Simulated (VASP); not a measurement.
## TaN: single point with PBE

TaN:

```xyz
4
Lattice="3.2999 0.0000 0.0000 -1.6499 2.8578 0.0000 0.0000 0.0000 5.3447" Properties=species:S:1:pos:R:3 pbc="T T T"
Ta   -0.0300    1.8759    0.0972
Ta    1.6429    0.8991    2.6171
N    -0.0195    1.8723    1.9861
N     1.5781    1.1148    4.4657
```

```json
{"Program": "VASP 6.6.1", "Task": "single point", "Functional": "PBE", "Potentials or basis": "VASP PAW PBE potentials, release 64 (Ta_pv, N)", "Cutoff": "520 eV", "k mesh": "5 × 5 × 3", "Occupations": "fermi-dirac, width 0.1 eV", "Spin": "no spin polarisation"}
```

| Quantity | Value |
| --- | --- |
| Pressure | 24.7 GPa |
| Largest force | 2.189 eV/Å |
| Band gap on the k mesh | zero (band 16 reaches 7.41 eV, above the bottom of band 17 at 6.53 eV) |

Forces on the atoms (eV/Å):
```
Ta  -0.402  0.754 -1.964
Ta  -0.119  0.038 -1.869
N    0.174 -0.351  1.716
N    0.348 -0.441  2.116
```

Stress tensor (GPa, compression positive):
```
12.98 -0.43 -2.16
-0.43  8.75  4.81
-2.16  4.81 52.27
```

Levels at points of the mesh, in eV from the Fermi level:
```tsv
k point	band 13	band 14	band 15	band 16	band 17	band 18	band 19	band 20
(0.00, 0.00, 0.00)	-5.39	-5.02	-1.17	-0.53	-0.33	0.54	2.01	2.10
```

Wall time 23 s on 1 thread of Intel(R) Xeon(R) 6975P-C (Granite Rapids), on a shared host, peak memory 0.19 GiB.

Caveat: the k points lie up to 0.44 Å⁻¹ apart; spin-orbit coupling is left out, which moves the levels of the heavy elements; forces of over 1 eV/Å act on the atoms, so gaps and moduli don't describe the material at rest.
